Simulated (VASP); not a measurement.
# Cr (Fm-3m) in VASP: a series of runs

Cr is run at these levels: RPBE; tasks: single point, relaxation of cell and atoms.

All numbers are computed with VASP 6.6.1; they aren't measurements. Logs are shortened: lines on timing, memory, paths and dates and some standing lists are left out, and cuts for length are marked.

**1. The cell of the first run**

Symmetry: Fm-3m, No. 225, cubic system. Conventional cell: a = 3.650 Å, b = 3.650 Å, c = 3.650 Å, α = 90.00°, β = 90.00°, γ = 90.00°. Within 3.4 Å of Cr (site symmetry m-3m) lie 12 Cr at 2.58 Å.

**2. Single point, RPBE**

The input, INCAR:

```
ALGO     = Normal         # electronic algorithm
EDIFF    = 1E-6           # SCF threshold, eV
ENCUT    = 520            # plane-wave cutoff, eV
GGA      = RP             # functional
ISIF     = 2              # what is computed and relaxed
ISMEAR   = -1             # smearing method
LASPH    = T              # aspherical terms in the spheres
LCHARG   = F              # write CHGCAR
LREAL    = F              # projectors in reciprocal space
LWAVE    = F              # write WAVECAR
NBANDS   = 12             # bands
NELM     = 100            # most SCF steps
PREC     = Accurate       # precision mode
SIGMA    = 0.1            # smearing width, eV
```

The input, KPOINTS:

```
k-points
0
Gamma
  17 17 17
```

The input, POSCAR:

```
Cr
1.0
    0.0000000000      1.8252141594      1.8252141594
    1.8252141594      0.0000000000      1.8252141594
    1.8252141594      1.8252141594      0.0000000000
Cr
1
Direct
    0.0000000000      0.0000000000      0.0000000000
```

Potentials or basis: VASP PAW PBE potentials, release 64 (Cr_pv).

Command:

```bash
$ cat potpaw_PBE.64/Cr_pv/POTCAR > POTCAR
$ mpirun -np 1 vasp_std > vasp.out
```

OUTCAR:

```text
EDIFF = 1E-6
   ENCUT = 520
   GGA = RP
   ISIF = 2
   ISMEAR = -1
   LASPH = T
   LREAL = F
   NELM = 100
   PREC = Accurate

 ion  position               nearest neighbor table
   1  0.000  0.000  0.000-

  LATTYP: Found a face centered cubic cell.
 ALAT       =     3.6504283188

  Lattice vectors:

 A1 = (   0.0000000000,   1.8252141594,   1.8252141594)
 A2 = (   1.8252141594,   0.0000000000,   1.8252141594)
 A3 = (   1.8252141594,   1.8252141594,   0.0000000000)

Analysis of symmetry for initial positions (statically):
=====================================================================
 Subroutine PRICEL returns:
 Original cell was already a primitive cell.

 Routine SETGRP: Setting up the symmetry group for a
 face centered cubic supercell.

 Subroutine GETGRP returns: Found 48 space group operations
 (whereof 48 operations were pure point group operations)
 out of a pool of 48 trial point group operations.

The static configuration has the point symmetry O_h .

Analysis of symmetry for dynamics (positions and initial velocities):
=====================================================================
 Subroutine PRICEL returns:
 Original cell was already a primitive cell.

 Routine SETGRP: Setting up the symmetry group for a
 face centered cubic supercell.

 Subroutine GETGRP returns: Found 48 space group operations
 (whereof 48 operations were pure point group operations)
 out of a pool of 48 trial point group operations.

The dynamic configuration has the point symmetry O_h .

 Subroutine INISYM returns: Found 48 space group operations
 (whereof 48 operations are pure point group operations),
 and found     1 'primitive' translations

----------------------------------------------------------------------------------------

                                     Primitive cell

  volume of cell :      12.1611

  direct lattice vectors                    reciprocal lattice vectors
     0.000000000  1.825214159  1.825214159    -0.273940456  0.273940456  0.273940456
     1.825214159  0.000000000  1.825214159     0.273940456 -0.273940456  0.273940456
     1.825214159  1.825214159  0.000000000     0.273940456  0.273940456 -0.273940456

  length of vectors
     2.581242618  2.581242618  2.581242618     0.474478789  0.474478789  0.474478789

  position of ions in fractional coordinates (direct lattice)
     0.000000000  0.000000000  0.000000000

  ion indices of the primitive-cell ions
   primitive index   ion index
                 1           1
[... 72 lines left out ...]
   EDIFF  = 0.1E-05   stopping-criterion for ELM
   LREAL  =      F    real-space projection
   EDIFFG = 0.1E-04   stopping-criterion for IOM
   NSW    =      0    number of steps for IOM
   IBRION =     -1    ionic relax: 0-MD 1-quasi-New 2-CG
   NFREE  =      0    steps in history (QN), initial steepest desc. (CG)
   ISIF   =      2    stress and relaxation
   ISYM   =      2    0-nonsym 1-usesym 2-fastsym
   POTIM  = 0.5000    time-step for ionic-motion
   TEBEG  =    0.0;   TEEND  =   0.0 temperature during run
   PSTRESS=    0.0 pullay stress
   NELECT =      12.0000    total number of electrons
   NUPDOWN=      -1.0000    fix difference up-down
   EMIN   =  10.00;   EMAX   =-10.00  energy-range for DOS
   EFERMI =   0.00;   METHOD = LEGACY
   ISMEAR =    -1;   SIGMA  =   0.10  broadening in eV -4-tet -1-fermi 0-gaus
   EFERMI_NEDOS =   21; number of points for ismear=-14 and -15
   IALGO  =     38    algorithm
   IMIX   =      4    mixing-type and parameters
     AMIX     =   0.40;   BMIX     =  1.00
     AMIX_MAG =   1.60;   BMIX_MAG =  1.00
  volume/ion in A,a.u.               =      12.16        82.07
  Fermi-wavevector in a.u.,A,eV,Ry     =   1.629839  3.079949 36.142186  2.656376
  Thomas-Fermi vector in A             =   2.722239
   LORBIT       =      0    0 simple, 1 ext, 2 COOP (PROOUT), +10 PAW based schemes
   GGA     = RP    functional components
   LHFCALC =     F    Hartree Fock is set to
   AEXX    =    0.0000 exact exchange contribution
   IVDW    =     0    specifies the selected vdW correction
   LEPSILON=     F    determine dielectric tensor
   LRPA    =     F    only Hartree local field effects (RPA)
 non-spin polarized calculation
  energy-cutoff  :      520.00
  volume of cell :       12.16
 maximum number of plane-waves:       334
   NGX =  9   NGY =  9   NGZ =  9

 number of electron      12.0000002 magnetization

 Free energy of the ion-electron system (eV)
  ---------------------------------------------------
  ext. energy  EPLUGINS =         0.00000000
  ---------------------------------------------------
  free energy    TOTEN  =        -8.63250893 eV

  energy without entropy =       -8.57235654  energy(sigma->0) =       -8.60243273

 E-fermi :  10.1478     XC(G=0): -13.2462

 val. band max:       10.1339714402   @ k =   0.2941   0.2353   0.0000
 cond. band min:      10.1499843918   @ k =  -0.1176   0.1176   0.0000
 fundamental gap:      0.0160129516
 Fermi energy:        10.1477647199

 k-point     1 :       0.0000    0.0000    0.0000
  band No.  band energies     occupation
      1     -32.3501      2.00000
      2     -32.3501      2.00000
      3     -32.3501      2.00000
      4       2.7003      2.00000
      5       9.7228      1.97186
      6       9.7228      1.97186
      7       9.7228      1.97186
      8      11.4331      0.00001
      9      11.4331      0.00001
     10      17.6791      0.00000
     11      29.7538      0.00000
     12      35.2558      0.00000
[... 331 lines left out ...]
 k-point    24 :      -0.1176    0.0588    0.0000
  band No.  band energies     occupation
      1     -32.5010      2.00000
      2     -32.3883      2.00000
      3     -32.3625      2.00000
      4       3.5407      2.00000
      5       9.3433      1.99936
      6       9.9704      1.70984
      7       9.9722      1.70541
      8      11.1745      0.00007
      9      11.4848      0.00000
     10      17.6786      0.00000
     11      29.4734      0.00000
     12      31.2272      0.00000

 [... further k-points ...]
[... 5 lines left out ...]
  --------------------------------------------------------------------------------------
  -------------------------------------------------------------------------------------
  Total       -0.0325542     -0.0325542     -0.0325542     -0.0000000     -0.0000000      0.0000000
  in kB       -4.2889038     -4.2889038     -4.2889038     -0.0000000     -0.0000000      0.0000000
  external PRESSURE =      -4.2889038 kB  Pullay stress =       0.0000000 kB

 VOLUME and BASIS-vectors are now :
 -----------------------------------------------------------------------------
  energy-cutoff  :      520.00
  volume of cell :       12.16
      direct lattice vectors                 reciprocal lattice vectors
     0.000000000  1.825214159  1.825214159    -0.273940456  0.273940456  0.273940456
     1.825214159  0.000000000  1.825214159     0.273940456 -0.273940456  0.273940456
     1.825214159  1.825214159  0.000000000     0.273940456  0.273940456 -0.273940456

 POSITION                                       TOTAL-FORCE (eV/Angst)
 -----------------------------------------------------------------------------------
      0.00000      0.00000      0.00000        -0.000000     -0.000000     -0.000000
 -----------------------------------------------------------------------------------
    total drift:                               -0.000000     -0.000000     -0.000000

  FREE ENERGIE OF THE ION-ELECTRON SYSTEM (eV)
  ---------------------------------------------------
  free  energy   TOTEN  =        -8.6325089307 eV

  energy  without entropy=       -8.5723565362  energy(sigma->0) =       -8.60243273
```

OSZICAR:

```text
N       E                     dE             d eps       ncg     rms          rms(c)
DAV:   1     0.819191966255E+02    0.81919E+02   -0.71515E+03  3984   0.119E+03
DAV:   2    -0.889812658492E+01   -0.90817E+02   -0.87551E+02  4028   0.296E+02
DAV:   3    -0.101949990697E+02   -0.12969E+01   -0.12886E+01  4516   0.425E+01
DAV:   4    -0.102023609273E+02   -0.73619E-02   -0.73616E-02  4304   0.318E+00
DAV:   5    -0.102024524180E+02   -0.91491E-04   -0.91491E-04  4396   0.328E-01    0.117E+01
DAV:   6    -0.865895136752E+01    0.15435E+01   -0.40659E+00  4196   0.353E+01    0.187E+00
DAV:   7    -0.864097735008E+01    0.17974E-01   -0.87115E-02  4060   0.437E+00    0.939E-01
DAV:   8    -0.863284709477E+01    0.81303E-02   -0.39315E-03  4340   0.918E-01    0.196E-01
DAV:   9    -0.863251634414E+01    0.33075E-03   -0.88183E-04  4040   0.492E-01    0.597E-02
DAV:  10    -0.863251360392E+01    0.27402E-05   -0.23078E-05  4312   0.576E-02    0.644E-03
DAV:  11    -0.863250910081E+01    0.45031E-05   -0.11981E-06  3036   0.177E-02    0.137E-03
DAV:  12    -0.863250893066E+01    0.17015E-06   -0.23771E-08  1996   0.197E-03
   1 F= -.86325089E+01 E0= -.86024327E+01  d E =-.601524E-01
```

stdout:

```text
POSCAR found type information on POSCAR Cr
 POSCAR found :  1 types and       1 ions
 scaLAPACK will be used
 -----------------------------------------------------------------------------
|                                                                             |
|                                                                             |
|     You enforced a specific xc type in the INCAR file but a different       |
|     I HOPE YOU KNOW WHAT YOU ARE DOING!                                     |
|                                                                             |
 -----------------------------------------------------------------------------

 LDA part: xc-table for (Slater+PW92), standard interpolation
 POSCAR, INCAR and KPOINTS ok, starting setup
 FFT: planning ... GRIDC
 FFT: planning ... GRID_SOFT
 FFT: planning ... GRID
 WAVECAR not read
 entering main loop
```

Wall time 20 s (1 thread of AMD EPYC 7R43 (Zen 3), shared host); peak memory 0.1 GiB.

Results:

```
Free energy            : -8.6325 eV
Pressure               : -0.4 GPa
Band gap on the k mesh : zero (band 6 reaches 12.55 eV, above the bottom of band 7 at 9.72 eV)
```

Caveat: the PAW data sets were made with another functional, which shifts forces and pressure a little; the run has no spin polarisation, though such a crystal can be magnetic.

(Part 1 of 2 ends here.)
